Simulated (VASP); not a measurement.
# BaTiO3 (Pm-3m) in VASP: further runs

The runs below take BaTiO3 through single point, with PBE.

Everything below comes from runs of VASP 6.6.1. Logs are shortened: lines on timing, memory, paths and dates and some standing lists are left out, and cuts for length are marked.

### Step 1. The cell of the first run

The structure is cubic, space group Pm-3m (No. 221). Conventional cell: a = 3.868 Å, b = 3.868 Å, c = 3.868 Å, α = 90.00°, β = 90.00°, γ = 90.00°. Within 3.6 Å of Ba (site symmetry m-3m) lie 12 O at 2.73 Å and 8 Ti at 3.35 Å. Within 2.6 Å of Ti (site symmetry m-3m) lie 6 O at 1.93 Å. Within 2.6 Å of O (site symmetry 4/mmm) lie 2 Ti at 1.93 Å.

### Step 2. Single point, PBE

Input file INCAR:

```
PREC     = Accurate       # precision mode
ENCUT    = 1340           # plane-wave cutoff, eV
EDIFF    = 1E-6           # SCF threshold, eV
ISMEAR   = 0              # smearing method
SIGMA    = 0.01           # smearing width, eV
LREAL    = False          # projectors in reciprocal space
LASPH    = True           # aspherical terms in the spheres
NELM     = 120            # most SCF steps
ALGO     = Normal         # electronic algorithm
ISIF     = 2              # what is computed and relaxed
LWAVE    = False          # write WAVECAR
LCHARG   = False          # write CHGCAR
GGA      = PE             # functional
NBANDS   = 28             # bands
GGA_COMPAT= False
```

Input file KPOINTS:

```
Automatic mesh
0
Gamma
  6 6 6
```

Input file POSCAR:

```
BaTiO3
1.0
    3.8677504747      0.0000000000      0.0000000000
    0.0000000000      3.8677504747      0.0000000000
    0.0000000000      0.0000000000      3.8677504747
Ba Ti O
1 1 3
Direct
    0.5000000000      0.5000000000      0.5000000000
    0.0000000000      0.0000000000      0.0000000000
    0.5000000000      0.0000000000      0.0000000000
    0.0000000000      0.5000000000      0.0000000000
    0.0000000000      0.0000000000      0.5000000000
```

Potentials or basis: VASP PAW PBE potentials, release 64 (Ba_sv, Ti_sv, O_h).

Launch:

```bash
cat potpaw_PBE.64/Ba_sv/POTCAR potpaw_PBE.64/Ti_sv/POTCAR potpaw_PBE.64/O_h/POTCAR > POTCAR
mpirun -np 1 vasp_std > vasp.out
```

OUTCAR:

```text
PREC = Accurate
   ENCUT = 1340
   EDIFF = 1E-6
   ISMEAR = 0
   LREAL = False
   LASPH = True
   NELM = 120
   ISIF = 2
   GGA = PE

 ion  position               nearest neighbor table
   1  0.500  0.500  0.500-   3 2.73   4 2.73   5 2.73   3 2.73   4 2.73   3 2.73   5 2.73   3 2.73
                             4 2.73   5 2.73   4 2.73   5 2.73   2 3.35   2 3.35   2 3.35   2 3.35
   2  0.000  0.000  0.000-   3 1.93   4 1.93   5 1.93   5 1.93   4 1.93   3 1.93   1 3.35   1 3.35
                             1 3.35   1 3.35   1 3.35   1 3.35   1 3.35   1 3.35
   3  0.500  0.000  0.000-   2 1.93   2 1.93   1 2.73   1 2.73   1 2.73   1 2.73
   4  0.000  0.500  0.000-   2 1.93   2 1.93   1 2.73   1 2.73   1 2.73   1 2.73
   5  0.000  0.000  0.500-   2 1.93   2 1.93   1 2.73   1 2.73   1 2.73   1 2.73

  LATTYP: Found a simple cubic cell.
 ALAT       =     3.8677504747

  Lattice vectors:

 A1 = (   3.8677504747,   0.0000000000,   0.0000000000)
 A2 = (   0.0000000000,   3.8677504747,   0.0000000000)
 A3 = (   0.0000000000,   0.0000000000,   3.8677504747)

Analysis of symmetry for initial positions (statically):
=====================================================================
 Subroutine PRICEL returns:
 Original cell was already a primitive cell.

 Routine SETGRP: Setting up the symmetry group for a
 simple cubic supercell.

 Subroutine GETGRP returns: Found 48 space group operations
 (whereof 48 operations were pure point group operations)
 out of a pool of 48 trial point group operations.

The static configuration has the point symmetry O_h .

Analysis of symmetry for dynamics (positions and initial velocities):
=====================================================================
 Subroutine PRICEL returns:
 Original cell was already a primitive cell.

 Routine SETGRP: Setting up the symmetry group for a
 simple cubic supercell.

 Subroutine GETGRP returns: Found 48 space group operations
 (whereof 48 operations were pure point group operations)
 out of a pool of 48 trial point group operations.

The dynamic configuration has the point symmetry O_h .

 Subroutine INISYM returns: Found 48 space group operations
 (whereof 48 operations are pure point group operations),
 and found     1 'primitive' translations

----------------------------------------------------------------------------------------

                                     Primitive cell

  volume of cell :      57.8596

  direct lattice vectors                    reciprocal lattice vectors
     3.867750475  0.000000000  0.000000000     0.258548220  0.000000000  0.000000000
     0.000000000  3.867750475  0.000000000     0.000000000  0.258548220  0.000000000
     0.000000000  0.000000000  3.867750475     0.000000000  0.000000000  0.258548220

  length of vectors
     3.867750475  3.867750475  3.867750475     0.258548220  0.258548220  0.258548220

  position of ions in fractional coordinates (direct lattice)
     0.500000000  0.500000000  0.500000000
     0.000000000  0.000000000  0.000000000
     0.500000000  0.000000000  0.000000000
     0.000000000  0.500000000  0.000000000
     0.000000000  0.000000000  0.500000000

  ion indices of the primitive-cell ions
   primitive index   ion index
                 1           1
                 2           2
                 3           3
                 4           4
                 5           5

----------------------------------------------------------------------------------------

 KPOINTS: Automatic mesh

Automatic generation of k-mesh.
 Grid dimensions read from file:
 generate k-points for:    6    6    6

 Generating k-lattice:

  Cartesian coordinates                     Fractional coordinates (reciprocal lattice)
     0.043091370  0.000000000  0.000000000     0.166666667  0.000000000  0.000000000
     0.000000000  0.043091370  0.000000000     0.000000000  0.166666667  0.000000000
     0.000000000  0.000000000  0.043091370     0.000000000  0.000000000  0.166666667

  Length of vectors
     0.043091370  0.043091370  0.043091370

  Shift w.r.t. Gamma in fractional coordinates (k-lattice)
     0.000000000  0.000000000  0.000000000

 Subroutine IBZKPT returns following result:
 ===========================================

 Found     20 irreducible k-points:

 Following reciprocal coordinates:
            Coordinates               Weight
  0.000000  0.000000  0.000000      1.000000
  0.166667  0.000000  0.000000      6.000000
  0.333333  0.000000  0.000000      6.000000
  0.500000  0.000000  0.000000      3.000000
  0.166667  0.166667  0.000000     12.000000
  0.333333  0.166667  0.000000     24.000000
[... 12 lines left out ...]
  0.500000  0.500000  0.333333      6.000000
  0.500000  0.500000  0.500000      1.000000
   k-points           NKPTS =     20   k-points in BZ     NKDIM =     20   number of bands    NBANDS=     28
   number of dos      NEDOS =    301   number of ions     NIONS =      5
   total plane-waves  NPLWV = 110592
   dimension x,y,z NGX =    48 NGY =   48 NGZ =   48
   dimension x,y,z NGXF=    96 NGYF=   96 NGZF=   96
   ions per type =               1   1   3
   NGX,Y,Z   is equivalent  to a cutoff of  20.63, 20.63, 20.63 a.u.
   NGXF,Y,Z  is equivalent  to a cutoff of  41.26, 41.26, 41.26 a.u.
 SYSTEM =  unknown system
   PREC   = accura    normal or accurate (medium, high low for compatibility)
   ISTART =      0    job   : 0-new  1-cont  2-samecut
   ICHARG =      2    charge: 1-file 2-atom 10-const
   ISPIN  =      1    spin polarized calculation?
   LNONCOLLINEAR =      F non collinear calculations
   LSORBIT =      F    spin-orbit coupling
   LASPH  =      T    aspherical Exc in radial PAW
   ENCUT  = 1340.0 eV  98.49 Ry    9.92 a.u.  11.54 11.54 11.54*2*pi/ulx,y,z
   NELM   =    120;   NELMIN=  2; NELMDL= -5     # of ELM steps
   EDIFF  = 0.1E-05   stopping-criterion for ELM
   LREAL  =      F    real-space projection
[... 7 lines left out ...]
   TEBEG  =    0.0;   TEEND  =   0.0 temperature during run
   PSTRESS=    0.0 pullay stress
   NELECT =      40.0000    total number of electrons
   NUPDOWN=      -1.0000    fix difference up-down
   EMIN   =  10.00;   EMAX   =-10.00  energy-range for DOS
   EFERMI =   0.00;   METHOD = LEGACY
   ISMEAR =     0;   SIGMA  =   0.01  broadening in eV -4-tet -1-fermi 0-gaus
   EFERMI_NEDOS =   21; number of points for ismear=-14 and -15
   IALGO  =     38    algorithm
   IMIX   =      4    mixing-type and parameters
     AMIX     =   0.40;   BMIX     =  1.00
     AMIX_MAG =   1.60;   BMIX_MAG =  1.00
  volume/ion in A,a.u.               =      11.57        78.09
  Fermi-wavevector in a.u.,A,eV,Ry     =   1.447559  2.735491 28.510030  2.095428
  Thomas-Fermi vector in A             =   2.565500
   LORBIT       =      0    0 simple, 1 ext, 2 COOP (PROOUT), +10 PAW based schemes
   GGA     = PE    functional components
   LHFCALC =     F    Hartree Fock is set to
   AEXX    =    0.0000 exact exchange contribution
   IVDW    =     0    specifies the selected vdW correction
   LEPSILON=     F    determine dielectric tensor
   LRPA    =     F    only Hartree local field effects (RPA)
 non-spin polarized calculation
 Gauss-broadening in eV      SIGMA  =   0.01
  energy-cutoff  :     1340.00
  volume of cell :       57.86
 maximum number of plane-waves:      6488
 NGX is ok and might be reduce to    48
   NGX = 23   NGY = 23   NGZ = 23

 number of electron      40.0000001 magnetization

 Free energy of the ion-electron system (eV)
  ---------------------------------------------------
  ext. energy  EPLUGINS =         0.00000000
  ---------------------------------------------------
  free energy    TOTEN  =       -39.42723748 eV

  energy without entropy =      -39.42723748  energy(sigma->0) =      -39.42723748

 E-fermi :   5.1862     XC(G=0): -11.8148

 val. band max:        5.0595833619   @ k =   0.5000   0.5000   0.5000
 cond. band min:       7.0063296173   @ k =   0.0000   0.0000   0.0000
 fundamental gap:      1.9467462554
 Fermi energy:         5.1862204840

 k-point     1 :       0.0000    0.0000    0.0000
  band No.  band energies     occupation
      1     -51.1307      2.00000
      2     -27.4068      2.00000
      3     -27.4068      2.00000
      4     -27.4068      2.00000
      5     -19.5571      2.00000
      6     -12.0382      2.00000
[... 20 lines left out ...]
     27      10.2481      0.00000
     28      13.6640      0.00000

 k-point     2 :       0.1667    0.0000    0.0000
  band No.  band energies     occupation
      1     -51.1303      2.00000
      2     -27.4290      2.00000
      3     -27.4059      2.00000
      4     -27.4059      2.00000
      5     -19.5064      2.00000
      6     -12.1069      2.00000
[... 20 lines left out ...]
     27      10.8733      0.00000
     28      14.1006      0.00000

 k-point     3 :       0.3333    0.0000    0.0000
  band No.  band energies     occupation
      1     -51.1294      2.00000
      2     -27.4730      2.00000
      3     -27.4041      2.00000
      4     -27.4041      2.00000
      5     -19.4013      2.00000
      6     -12.3620      2.00000
[... 20 lines left out ...]
     27      12.3108      0.00000
     28      13.8161      0.00000

 k-point     4 :       0.5000    0.0000    0.0000
  band No.  band energies     occupation
      1     -51.1289      2.00000
      2     -27.4947      2.00000
      3     -27.4032      2.00000
      4     -27.4032      2.00000
      5     -19.3467      2.00000
      6     -12.5076      2.00000
[... 454 lines left out ...]
     27      13.3736      0.00000
     28      13.6892      0.00000

 k-point    19 :       0.5000    0.5000    0.3333
  band No.  band energies     occupation
      1     -51.1258      2.00000
      2     -27.4844      2.00000
      3     -27.4844      2.00000
      4     -27.4626      2.00000
      5     -19.1479      2.00000
      6     -11.2334      2.00000
[... 20 lines left out ...]
     27      13.3640      0.00000
     28      13.9160      0.00000

 k-point    20 :       0.5000    0.5000    0.5000
  band No.  band energies     occupation
      1     -51.1254      2.00000
      2     -27.4832      2.00000
      3     -27.4832      2.00000
      4     -27.4832      2.00000
      5     -19.1211      2.00000
      6     -11.0283      2.00000
[... 20 lines left out ...]
     27      13.9162      0.00000
     28      13.9162      0.00000

------------------------ aborting loop because EDIFF is reached ----------------------------------------

  FORCE on cell =-STRESS in cart. coord.  units (eV):
  Direction    XX          YY          ZZ          XY          YZ          ZX
  --------------------------------------------------------------------------------------
  -------------------------------------------------------------------------------------
  Total        9.6662409      9.6662409      9.6662409      0.0000000     -0.0000000      0.0000000
  in kB      267.6657812    267.6657812    267.6657812      0.0000000     -0.0000000      0.0000000
  external PRESSURE =     267.6657812 kB  Pullay stress =       0.0000000 kB

 VOLUME and BASIS-vectors are now :
 -----------------------------------------------------------------------------
  energy-cutoff  :     1340.00
  volume of cell :       57.86
      direct lattice vectors                 reciprocal lattice vectors
     3.867750475  0.000000000  0.000000000     0.258548220  0.000000000  0.000000000
     0.000000000  3.867750475  0.000000000     0.000000000  0.258548220  0.000000000
     0.000000000  0.000000000  3.867750475     0.000000000  0.000000000  0.258548220

 POSITION                                       TOTAL-FORCE (eV/Angst)
 -----------------------------------------------------------------------------------
      1.93388      1.93388      1.93388         0.000000      0.000000      0.000000
      0.00000      0.00000      0.00000         0.000000      0.000000      0.000000
      1.93388      0.00000      0.00000         0.000000      0.000000      0.000000
      0.00000      1.93388      0.00000         0.000000      0.000000      0.000000
      0.00000      0.00000      1.93388         0.000000      0.000000      0.000000
 -----------------------------------------------------------------------------------
    total drift:                                0.000000      0.000000      0.000000

  FREE ENERGIE OF THE ION-ELECTRON SYSTEM (eV)
  ---------------------------------------------------
  free  energy   TOTEN  =       -39.4272374846 eV

  energy  without entropy=      -39.4272374846  energy(sigma->0) =      -39.42723748
```

It took 2.9 min on 1 thread of AMD EPYC 7R43 (Zen 3), shared host; peak memory 0.36 GiB.

What came out:

```
Free energy            : -39.4272 eV
Pressure               : 26.8 GPa
Band gap on the k mesh : 1.95 eV (least direct gap 1.97 eV)
```

Caveat: the cell stands under pressure; spin-orbit coupling is left out, which moves the levels of the heavy elements. As with any semilocal functional, this PBE gap is likely too small.

(Part 1 of 2 ends here.)
